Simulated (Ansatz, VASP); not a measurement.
## Si4O7: VASP beside Ansatz

```
Si O
1.0
     0.00000    4.15486   -2.66143
     0.00000   -4.15486   -2.66143
    -4.15486    0.00000    2.66143
Si O
4 7
Direct
  0.25000 0.75000 0.50000
  0.75000 0.25000 0.50000
  0.00000 0.00000 0.00000
  0.50000 0.50000 0.00000
  0.00000 0.30556 0.30556
  0.55556 0.75000 0.80556
  0.05556 0.25000 0.80556
  0.00000 0.69444 0.69444
  0.43618 0.24304 0.67922
  0.94444 0.75000 0.19444
  0.44444 0.25000 0.19444
```

Change from the starting cell: O vacancy; atom 9 moved -0.125 of the way to it and -0.375 Å across, host rigid.

Alike in both runs: task single point; functional LDA; k mesh 6 × 6 × 6; occupations gaussian, width 0.05 eV; no spin polarisation.

|  | VASP | Ansatz |
| --- | --- | --- |
| version | VASP 6.6.1 | Ansatz 0.2.0 |
| potentials or method | VASP PAW LDA potentials, release 64 (Si, O), cutoff 520 eV | scalar-relativistic, plane waves, PAW |
| valence electrons in the cell | 58 | 58 |

Ansatz gave:

- gap on the k mesh at the Fermi level (eV): 2.12
- least direct gap on the mesh (eV): 2.51
- pressure (GPa): 2.9
- traceless stress, the component that is largest in VASP (GPa): 6.07
- rms of the force components (eV/Å): 1.856

**Question.** Which values does VASP return?

**Answer.** gap on the k mesh at the Fermi level (eV): 2.11; least direct gap on the mesh (eV): 2.51; pressure (GPa): 3.8; traceless stress, the component that is largest in VASP (GPa): 5.99; rms of the force components (eV/Å): 1.886.

Ansatz warns that its potentials were made for another functional, while VASP's fit it. LDA's correlation is that of Perdew and Zunger in VASP and of Perdew and Wang (1992) in Ansatz. Atom by atom the forces differ by 0.042 eV/Å (rms over components).
